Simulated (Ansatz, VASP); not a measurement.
# GaN in VASP and in Ansatz

```
Ga N
1.0
     3.21627    0.00000    0.00000
     0.00000    4.54849    0.00000
     0.00000    0.00000   17.60810
Ga N
2 2
Direct
  0.00000 0.84121 0.47708
  0.50000 0.34121 0.52292
  0.50000 0.65878 0.45522
  0.00000 0.15880 0.54478
```

Alike in both runs: functional PBE; k mesh 8 × 6 × 1; occupations fermi-dirac, width 0.02 eV; no spin polarisation.

Ansatz relaxed the structure, and its values are those at the end. VASP's run is a single point on that final structure, the one shown.

```csv
,VASP,Ansatz
version,VASP 6.6.1,Ansatz 0.2.0
potentials or method,"VASP PAW PBE potentials, release 64 (Ga_d, N)","PAW with Ansatz's default frozen-core files, scalar-relativistic"
plane-wave cutoff (eV),520,420
valence electrons in the cell,36,36
```

```csv
,VASP,Ansatz,Ansatz less VASP
gap on the k mesh at the Fermi level (eV),2.19,2.19,+0.001
rms of the force components (eV/Å),0.008,0.001,-0.0070
```

With one functional, cell and mesh, what is left measures potentials, basis and numerics. Ansatz's warnings: stress scf threshold loose.
